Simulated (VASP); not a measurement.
## Pt8S15 (a cell with a defect): single point with PBE+D3(BJ)

Pt8S15 (a cell with a defect):

```xyz
23
Lattice="3.5833 -6.2065 0.0000 3.5833 6.2065 0.0000 0.0000 0.0000 9.3245" Properties=species:S:1:pos:R:3 pbc="T T T"
Pt    1.8670   -3.1469    0.1009
Pt    1.7162   -3.0598    4.5614
Pt    3.6396   -6.2390   -0.0346
Pt    3.5094   -6.1638    4.6106
Pt    3.6588   -0.0435    0.1009
Pt    3.5079    0.0437    4.5614
Pt    1.8655    3.0606    0.0517
Pt    1.7354    3.1357    4.6969
S     1.7530   -1.0121    5.7571
S     3.6501   -4.2325    1.2151
S     3.5092   -4.0710    5.7829
S     3.6366    2.0381    1.2806
S     3.6991    2.0020    5.9275
S     5.4905   -1.0448    1.2151
S     5.2802   -1.0036    5.7829
S     2.6875   -1.5516    2.3311
S     3.6219   -2.0911    8.2298
S     1.7249    1.1293    3.4471
S     1.8657    0.9678    8.2039
S     5.3217    1.0652    3.3817
S     5.2592    1.1012    8.0593
S     3.4678    4.1480    3.4471
S     3.6781    4.1068    8.2039
```

This cell differs from its parent crystal: atoms taken out, then relaxed in part.

```yaml
Program: VASP 6.6.1
Task: single point
Functional: PBE
Dispersion: D3(BJ)
Potentials_or_basis: VASP PAW PBE potentials, release 64 (Pt, S)
Cutoff: 520 eV
k_mesh: 6 × 6 × 4
Occupations: gaussian, width 0.1 eV
Spin: no spin polarisation
```

* Pressure: -2.7 GPa
* Largest force: 0.045 eV/Å
* Band gap on the k mesh: zero (bands 85 and 86 overlap by 0.30 eV)
* Dispersion energy per atom: -0.436 eV

Forces on the atoms (eV/Å):
```
Pt   0.002  0.004 -0.005
Pt   0.003  0.003  0.005
Pt  -0.010  0.006 -0.001
Pt   0.003 -0.002 -0.012
Pt  -0.003 -0.003 -0.005
Pt  -0.002 -0.004  0.005
Pt  -0.003  0.002  0.012
Pt   0.010 -0.006  0.001
S    0.008 -0.004 -0.032
S    0.008  0.005 -0.034
S   -0.013  0.000 -0.037
S   -0.010  0.006 -0.044
S    0.008 -0.005 -0.022
S    0.000 -0.009 -0.034
S   -0.006  0.011 -0.037
S    0.000  0.000  0.000
S   -0.008  0.004  0.032
S   -0.008 -0.005  0.034
S    0.013  0.000  0.037
S    0.010 -0.006  0.044
S   -0.008  0.005  0.022
S    0.000  0.009  0.034
S    0.006 -0.011  0.037
```

Stress tensor (GPa, compression positive):
```
-1.54 -1.11 -0.19
-1.11 -2.82  0.11
-0.19  0.11 -3.68
```

Levels at points of the mesh, in eV from the Fermi level:
```
           k point  band 81  band 82  band 83  band 84  band 85  band 86  band 87  band 88  band 89  band 90
(0.00, 0.00, 0.00)    -0.88    -0.83    -0.62    -0.51     0.12     0.29     0.30     0.96     1.10     1.25
(0.50, 0.00, 0.00)    -0.66    -0.61    -0.52    -0.36    -0.35     0.19     0.57     0.90     1.02     1.10
(0.00, 0.50, 0.00)    -0.71    -0.69    -0.62    -0.41    -0.22    -0.10     0.24     0.79     0.84     1.19
(0.00, 0.00, 0.50)    -1.03    -0.94    -0.92    -0.49     0.20     0.21     0.22     0.73     1.41     1.43
(0.50, 0.00, 0.50)    -0.78    -0.78    -0.72    -0.30     0.00     0.03     0.14     0.78     1.01     1.19
(0.00, 0.50, 0.50)    -0.93    -0.91    -0.57    -0.43     0.13     0.19     0.51     0.75     0.88     1.16
```

Run time: 11 min on 1 × NVIDIA H100 80GB with 1 thread of AMD EPYC 7R13 Processor (Zen 3), on a shared host, peak memory 2.2 GiB.

Caveat: the cell differs from its parent crystal (atoms taken out, then relaxed in part); spin-orbit coupling is left out, which moves the levels of the heavy elements.
